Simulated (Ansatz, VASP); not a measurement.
K3LuN2: VASP beside Ansatz

```xyz
6
Lattice="4.4379 0.0000 0.0000 -2.2189 3.8433 0.0000 0.0000 0.0000 6.8044" Properties=species:S:1:pos:R:3 pbc="T T T"
K     0.0000    2.5622    3.4022
K     2.2189    1.2811    0.0000
K     2.2189    1.2811    3.4022
Lu    0.0000    2.5622    0.0000
N     0.0000    0.0000    1.4307
N     0.0000    0.0000    5.3738
```

Change from the starting cell: species swapped into the Eu2Ge3Au type (P-6m2, No. 187).

Alike in both runs: functional PBE; k mesh 6 × 6 × 2; occupations gaussian, width 0.1 eV; no spin polarisation.

Ansatz relaxed the structure, and its values are those at the end. VASP's run is a single point on that final structure, the one shown.

|  | VASP | Ansatz |
| --- | --- | --- |
| version | VASP 6.6.1 | Ansatz 0.2.0 |
| potentials or method | VASP PAW PBE potentials, release 64 (K_sv, Lu, N), cutoff 520 eV | scalar-relativistic, plane waves, PAW |
| valence electrons in the cell | 62 | 62 |

VASP gave:

- gap on the k mesh at the Fermi level (eV): 0.10
- least direct gap on the mesh (eV): 0.23
- pressure (GPa): 0.4
- rms of the force components (eV/Å): 0.006

Q: Estimate Ansatz's values.

A: gap on the k mesh at the Fermi level (eV): 0.10; least direct gap on the mesh (eV): 0.23; pressure (GPa): -0.1; rms of the force components (eV/Å): 0.004.

The k mesh is coarse, so the values compare programs but aren't converged. Neither program's run includes spin-orbit coupling.
